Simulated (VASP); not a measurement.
# ZnSH6 in VASP: further runs

ZnSH6 is run at these levels: PBEsol; tasks: single point, relaxation of the atoms.

All numbers are computed with VASP 6.6.1; they aren't measurements. Logs are shortened: lines on timing, memory, paths and dates and some standing lists are left out, and cuts for length are marked.

### 1 The cell of the first run

The cell holds a cluster in a box, 8 atoms: a = 12.300 Å, b = 12.100 Å, c = 12.300 Å, α = 90.00°, β = 90.00°, γ = 90.00°.

### 2 Single point, PBEsol

File INCAR:

```
SYSTEM = ZnH6S
  PREC = Accurate
  ENCUT = 520
  EDIFF = 1E-6
  ISMEAR = 0
  SIGMA = 0.05
  LREAL = .FALSE.
  LASPH = .TRUE.
  NELM = 60
  ALGO = Normal
  ISIF = 2
  LWAVE = .FALSE.
  LCHARG = .TRUE.
  GGA = PS
  LELF = .TRUE.
  LVHAR = .TRUE.
  NBANDS = 22
```

File KPOINTS:

```
regular mesh
0
G
  1 1 1
  0 0 0
```

File POSCAR:

```
ZnH6S
1.0
   12.3000000000      0.0000000000      0.0000000000
    0.0000000000     12.1000000000      0.0000000000
    0.0000000000      0.0000000000     12.3000000000
Zn S H
1 1 6
Direct
    0.6494447779      0.5491235168      0.4806984989
    0.3730716374      0.3859904489      0.4341356895
    0.5226281576      0.5385885526      0.6399601896
    0.7309656738      0.5790108274      0.5690514038
    0.5745751929      0.5209299024      0.3857854928
    0.2640017176      0.3782561483      0.4484591917
    0.4822393415      0.5103139922      0.6013497784
    0.3633003575      0.4833205690      0.3808180828
```

Potentials or basis: VASP PAW PBE potentials, release 64 (Zn, S, H).

Command:

```bash
cat potpaw_PBE.64/Zn/POTCAR potpaw_PBE.64/S/POTCAR potpaw_PBE.64/H/POTCAR > POTCAR
mpirun -np 1 vasp_gam > vasp.out
```

OUTCAR:

```text
SYSTEM = ZnH6S
   PREC = Accurate
   ENCUT = 520
   EDIFF = 1E-6
   ISMEAR = 0
   LREAL = .FALSE.
   LASPH = .TRUE.
   NELM = 60
   ISIF = 2
   GGA = PS

 ion  position               nearest neighbor table
   1  0.649  0.549  0.481-   4 1.52   5 1.53
   2  0.373  0.386  0.434-   8 1.35   6 1.36
   3  0.523  0.539  0.640-   7 0.77
   4  0.731  0.579  0.569-   1 1.52
   5  0.575  0.521  0.386-   1 1.53
   6  0.264  0.378  0.448-   2 1.36
   7  0.482  0.510  0.601-   3 0.77
   8  0.363  0.483  0.381-   2 1.35

  LATTYP: Found a simple tetragonal cell.
 ALAT       =    12.3000000000
 C/A-ratio  =     0.9837398374

  Lattice vectors:

 A1 = ( -12.3000000000,   0.0000000000,   0.0000000000)
 A2 = (   0.0000000000,   0.0000000000,  12.3000000000)
 A3 = (   0.0000000000,  12.1000000000,   0.0000000000)

Analysis of symmetry for initial positions (statically):
=====================================================================
 Subroutine PRICEL returns:
 Original cell was already a primitive cell.

 Routine SETGRP: Setting up the symmetry group for a
 simple tetragonal supercell.

 Subroutine GETGRP returns: Found  1 space group operations
 (whereof  1 operations were pure point group operations)
 out of a pool of 16 trial point group operations.

The static configuration has the point symmetry C_1 .

Analysis of symmetry for dynamics (positions and initial velocities):
=====================================================================
 Subroutine PRICEL returns:
 Original cell was already a primitive cell.

 Routine SETGRP: Setting up the symmetry group for a
 simple tetragonal supercell.

 Subroutine GETGRP returns: Found  1 space group operations
 (whereof  1 operations were pure point group operations)
 out of a pool of 16 trial point group operations.

The dynamic configuration has the point symmetry C_1 .

 Subroutine INISYM returns: Found  1 space group operations
 (whereof  1 operations are pure point group operations),
 and found     1 'primitive' translations

----------------------------------------------------------------------------------------

                                     Primitive cell

  volume of cell :    1830.6090

  direct lattice vectors                    reciprocal lattice vectors
    12.300000000  0.000000000  0.000000000     0.081300813  0.000000000  0.000000000
     0.000000000 12.100000000  0.000000000     0.000000000  0.082644628  0.000000000
     0.000000000  0.000000000 12.300000000     0.000000000  0.000000000  0.081300813

  length of vectors
    12.300000000 12.100000000 12.300000000     0.081300813  0.082644628  0.081300813

  position of ions in fractional coordinates (direct lattice)
     0.649444778  0.549123517  0.480698499
     0.373071637  0.385990449  0.434135690
     0.522628158  0.538588553  0.639960190
     0.730965674  0.579010827  0.569051404
     0.574575193  0.520929902  0.385785493
     0.264001718  0.378256148  0.448459192
     0.482239341  0.510313992  0.601349778
     0.363300358  0.483320569  0.380818083

  ion indices of the primitive-cell ions
   primitive index   ion index
                 1           1
                 2           2
                 3           3
                 4           4
                 5           5
                 6           6
                 7           7
                 8           8

----------------------------------------------------------------------------------------

 KPOINTS: regular mesh

Automatic generation of k-mesh.
 Grid dimensions read from file:
 generate k-points for:    1    1    1

 Generating k-lattice:

  Cartesian coordinates                     Fractional coordinates (reciprocal lattice)
     0.081300813  0.000000000  0.000000000     1.000000000  0.000000000  0.000000000
     0.000000000  0.082644628  0.000000000     0.000000000  1.000000000  0.000000000
     0.000000000  0.000000000  0.081300813     0.000000000  0.000000000  1.000000000

  Length of vectors
     0.081300813  0.082644628  0.081300813

  Shift w.r.t. Gamma in fractional coordinates (k-lattice)
     0.000000000  0.000000000  0.000000000

 Subroutine IBZKPT returns following result:
 ===========================================

 Found      1 irreducible k-points:

 Following reciprocal coordinates:
            Coordinates               Weight
  0.000000  0.000000  0.000000      1.000000
   k-points           NKPTS =      1   k-points in BZ     NKDIM =      1   number of bands    NBANDS=     22
   number of dos      NEDOS =    301   number of ions     NIONS =      8
   total plane-waves  NPLWV = 829440
   dimension x,y,z NGX =    96 NGY =   90 NGZ =   96
   dimension x,y,z NGXF=   192 NGYF=  180 NGZF=  192
   ions per type =               1   1   6
   NGX,Y,Z   is equivalent  to a cutoff of  12.98, 12.37, 12.98 a.u.
   NGXF,Y,Z  is equivalent  to a cutoff of  25.95, 24.73, 25.95 a.u.
 SYSTEM =  ZnH6S
   PREC   = accura    normal or accurate (medium, high low for compatibility)
   ISTART =      0    job   : 0-new  1-cont  2-samecut
   ICHARG =      2    charge: 1-file 2-atom 10-const
   ISPIN  =      1    spin polarized calculation?
   LNONCOLLINEAR =      F non collinear calculations
   LSORBIT =      F    spin-orbit coupling
   LASPH  =      T    aspherical Exc in radial PAW
   ENCUT  =  520.0 eV  38.22 Ry    6.18 a.u.  22.87 22.50 22.87*2*pi/ulx,y,z
   NELM   =     60;   NELMIN=  2; NELMDL= -5     # of ELM steps
   EDIFF  = 0.1E-05   stopping-criterion for ELM
   LREAL  =      F    real-space projection
   EDIFFG = 0.1E-04   stopping-criterion for IOM
   NSW    =      0    number of steps for IOM
   IBRION =     -1    ionic relax: 0-MD 1-quasi-New 2-CG
   NFREE  =      0    steps in history (QN), initial steepest desc. (CG)
   ISIF   =      2    stress and relaxation
   ISYM   =      2    0-nonsym 1-usesym 2-fastsym
   POTIM  = 0.5000    time-step for ionic-motion
   TEBEG  =    0.0;   TEEND  =   0.0 temperature during run
   PSTRESS=    0.0 pullay stress
   NELECT =      24.0000    total number of electrons
   NUPDOWN=      -1.0000    fix difference up-down
   EMIN   =  10.00;   EMAX   =-10.00  energy-range for DOS
   EFERMI =   0.00;   METHOD = LEGACY
   ISMEAR =     0;   SIGMA  =   0.05  broadening in eV -4-tet -1-fermi 0-gaus
   EFERMI_NEDOS =   21; number of points for ismear=-14 and -15
   IALGO  =     38    algorithm
   IMIX   =      4    mixing-type and parameters
     AMIX     =   0.40;   BMIX     =  1.00
     AMIX_MAG =   1.60;   BMIX_MAG =  1.00
  volume/ion in A,a.u.               =     228.83      1544.19
  Fermi-wavevector in a.u.,A,eV,Ry     =   0.386023  0.729478  2.027457  0.149014
  Thomas-Fermi vector in A             =   1.324831
   LORBIT       =      0    0 simple, 1 ext, 2 COOP (PROOUT), +10 PAW based schemes
   GGA     = PS    functional components
   LHFCALC =     F    Hartree Fock is set to
   AEXX    =    0.0000 exact exchange contribution
   IVDW    =     0    specifies the selected vdW correction
   LEPSILON=     F    determine dielectric tensor
   LRPA    =     F    only Hartree local field effects (RPA)
 non-spin polarized calculation
 Gauss-broadening in eV      SIGMA  =   0.05
  energy-cutoff  :      520.00
  volume of cell :     1830.61
 maximum number of plane-waves:     24635
 NGX is ok and might be reduce to    90
   NGX = 45   NGY = 45   NGZ = 45

 number of electron      24.0000010 magnetization

 Free energy of the ion-electron system (eV)
  ---------------------------------------------------
  ext. energy  EPLUGINS =         0.00000000
  ---------------------------------------------------
  free energy    TOTEN  =       -24.35137176 eV

  energy without entropy =      -24.35137176  energy(sigma->0) =      -24.35137176

 E-fermi :  -5.8245     XC(G=0):  -0.8607

 val. band max:       -6.0737317732   @ k =   0.0000   0.0000   0.0000
 cond. band min:      -1.2574624396   @ k =   0.0000   0.0000   0.0000
 fundamental gap:      4.8162693336
 Fermi energy:        -5.8244859017

 k-point     1 :       0.0000    0.0000    0.0000
  band No.  band energies     occupation
      1     -18.2323      2.00000
      2     -11.7310      2.00000
      3     -11.0935      2.00000
      4     -10.9623      2.00000
      5     -10.8862      2.00000
      6     -10.8815      2.00000
      7     -10.6887      2.00000
      8     -10.4299      2.00000
      9      -8.8422      2.00000
     10      -7.9561      2.00000
     11      -6.6021      2.00000
     12      -6.0737      2.00000
     13      -1.2575      0.00000
     14      -0.6966      0.00000
     15      -0.6098      0.00000
     16      -0.2897      0.00000
     17       0.2068      0.00000
     18       0.3218      0.00000
     19       0.7746      0.00000
     20       0.8459      0.00000
     21       0.8986      0.00000
     22       0.9482      0.00000

------------------------ aborting loop because EDIFF is reached ----------------------------------------

  FORCE on cell =-STRESS in cart. coord.  units (eV):
  Direction    XX          YY          ZZ          XY          YZ          ZX
  --------------------------------------------------------------------------------------
  -------------------------------------------------------------------------------------
  Total       -0.1377796     -0.1519107     -0.0694124      0.0216059      0.0538399      0.0444424
  in kB       -0.1205868     -0.1329546     -0.0607508      0.0189099      0.0471216      0.0388967
  external PRESSURE =      -0.1047641 kB  Pullay stress =       0.0000000 kB

 VOLUME and BASIS-vectors are now :
 -----------------------------------------------------------------------------
  energy-cutoff  :      520.00
  volume of cell :     1830.61
      direct lattice vectors                 reciprocal lattice vectors
    12.300000000  0.000000000  0.000000000     0.081300813  0.000000000  0.000000000
     0.000000000 12.100000000  0.000000000     0.000000000  0.082644628  0.000000000
     0.000000000  0.000000000 12.300000000     0.000000000  0.000000000  0.081300813

 POSITION                                       TOTAL-FORCE (eV/Angst)
 -----------------------------------------------------------------------------------
      7.98817      6.64439      5.91259        -0.008446     -0.000499     -0.005607
      4.58878      4.67048      5.33987        -0.089351      0.065181     -0.025645
      6.42833      6.51692      7.87151         0.004973      0.000013      0.002939
      8.99088      7.00603      6.99933         0.022390      0.005114      0.019699
      7.06727      6.30325      4.74516        -0.011684     -0.002706     -0.012862
      3.24722      4.57690      5.51605         0.076825     -0.000246     -0.010627
      5.93154      6.17480      7.39660        -0.005138      0.001191     -0.003405
      4.46859      5.84818      4.68406         0.010431     -0.068047      0.035508
 -----------------------------------------------------------------------------------
    total drift:                               -0.001397      0.001059      0.001641

  FREE ENERGIE OF THE ION-ELECTRON SYSTEM (eV)
  ---------------------------------------------------
  free  energy   TOTEN  =       -24.3513717598 eV

  energy  without entropy=      -24.3513717598  energy(sigma->0) =      -24.35137176
```

Run time: 5.5 min. Hardware: 1 thread of Intel Xeon 8259CL, shared host; peak memory 1.4 GiB.

Results:

```
Free energy                     : -24.3514 eV
Largest force                   : 0.114 eV/Å
Gap between the frontier levels : 4.82 eV
```

Forces in eV/Å, atoms in the order of the input:
```
Zn  -0.008  0.000 -0.006
S   -0.089  0.065 -0.026
H    0.005  0.000  0.003
H    0.022  0.005  0.020
H   -0.012 -0.003 -0.013
H    0.077  0.000 -0.011
H   -0.005  0.001 -0.003
H    0.010 -0.068  0.036
```

Caveat: the PAW data sets were made with another functional, which shifts forces and pressure a little.

### 3 Relaxation of the atoms, PBEsol

File INCAR:

```
SYSTEM = ZnH6S
PREC     = Accurate       ! precision mode
ENCUT    = 520            ! plane-wave cutoff, eV
EDIFF    = 1E-6           ! SCF threshold, eV
ISMEAR   = 0              ! smearing method
SIGMA    = 0.05           ! smearing width, eV
LREAL    = .False.        ! projectors in reciprocal space
LASPH    = .True.         ! aspherical terms in the spheres
NELM     = 60             ! most SCF steps
ALGO     = Normal         ! electronic algorithm
ISIF     = 2              ! what is computed and relaxed
LWAVE    = .False.        ! write WAVECAR
LCHARG   = .False.        ! write CHGCAR
GGA      = PS             ! functional
IBRION   = 2              ! ionic algorithm
NSW      = 60             ! ionic steps
EDIFFG   = -0.03          ! ionic threshold
```

File KPOINTS:

```
regular mesh
0
Gamma
  1 1 1
  0 0 0
```

File POSCAR:

```
ZnH6S
1.0
   12.3000000000      0.0000000000      0.0000000000
    0.0000000000     12.1000000000      0.0000000000
    0.0000000000      0.0000000000     12.3000000000
Zn S H
1 1 6
Direct
    0.5702323125      0.5373284384      0.5236434747
    0.4165099729      0.4471098352      0.4600963627
    0.5702323125      0.5373284384      0.6496597349
    0.6729796007      0.4770267487      0.4811688841
    0.5702323125      0.6579318180      0.4811688841
    0.4165099729      0.3420681820      0.4970903609
    0.3270203993      0.4996306617      0.4970903609
    0.4165099729      0.4471098352      0.3503402651
```

Potentials or basis: VASP PAW PBE potentials, release 64 (Zn, S, H).

Command:

```bash
cat potpaw_PBE.64/Zn/POTCAR potpaw_PBE.64/S/POTCAR potpaw_PBE.64/H/POTCAR > POTCAR
mpirun -np 1 vasp_gam > vasp.out
```

Run time: 58 min. Hardware: 1 thread of Intel Xeon 8259CL, shared host; peak memory 1.5 GiB.

Results (log left out):

* Free energy: -21.6579 eV
* Energy gained by relaxing: 196.9 meV/atom
* Ionic steps: 20
* Largest force after relaxing: 0.024 eV/Å
* Gap between the frontier levels: 3.18 eV

Forces in eV/Å, atoms in the order of the input:
```
Zn  -0.002 -0.002 -0.001
S    0.019  0.008  0.005
H    0.010  0.008  0.007
H    0.018  0.010  0.006
H    0.010  0.008  0.005
H   -0.016 -0.016 -0.006
H   -0.020 -0.005 -0.004
H   -0.017 -0.010 -0.012
```

The path:
```
step  energy change (eV)  largest force (eV/Å)  pressure (GPa)
   1              0.0000                3.9705            0.07
   2             -0.6366                1.5169           -0.11
   3             -0.6381                1.5542           -0.12
   4             -1.0386                1.2840           -0.09
   5             -1.3496                1.9467           -0.09
   6             -1.2105                3.9699            0.18
   7             -1.4278                0.5634            0.00
   8             -1.4900                0.2512           -0.04
   9             -1.5101                0.2437           -0.07
  10             -1.5188                0.5889           -0.04
  11             -1.5188                0.5702           -0.04
  12             -1.5264                0.5248           -0.04
  13             -1.5455                0.3831           -0.04
  14             -1.5672                0.1936           -0.05
  15             -1.5691                0.1883           -0.05
  16             -1.5732                0.2502           -0.01
  17             -1.5734                0.1927           -0.01
  18             -1.5744                0.1412           -0.01
  19             -1.5747                0.0363           -0.01
  20             -1.5749                0.0237            0.00
```

Final structure:
```cif
data_structure
_symmetry_space_group_name_H-M 'P 1'
_symmetry_Int_Tables_number 1
_cell_length_a 12.3000
_cell_length_b 12.1000
_cell_length_c 12.3000
_cell_angle_alpha 90.000
_cell_angle_beta 90.000
_cell_angle_gamma 90.000
_cell_volume 1830.61
loop_
_atom_site_label
_atom_site_type_symbol
_atom_site_fract_x
_atom_site_fract_y
_atom_site_fract_z
_atom_site_occupancy
Zn1 Zn 0.60143 0.55575 0.53618 1
S1 S 0.44316 0.46264 0.47125 1
H1 H 0.54546 0.52288 0.64915 1
H2 H 0.65702 0.45812 0.46821 1
H3 H 0.54538 0.65308 0.46807 1
H4 H 0.41545 0.35384 0.49198 1
H5 H 0.33668 0.49268 0.49207 1
H6 H 0.41565 0.44654 0.36335 1
```

Levels at points of the mesh, in eV from the valence-band top:
```
           k point  band 8  band 9  band 10  band 11  band 12  band 13  band 14  band 15  band 16  band 17
(0.00, 0.00, 0.00)   -4.63   -4.63    -1.83     0.00     0.00     3.18     3.18     3.38     5.07     5.26
```

Caveat: the PAW data sets were made with another functional, which shifts forces and pressure a little.
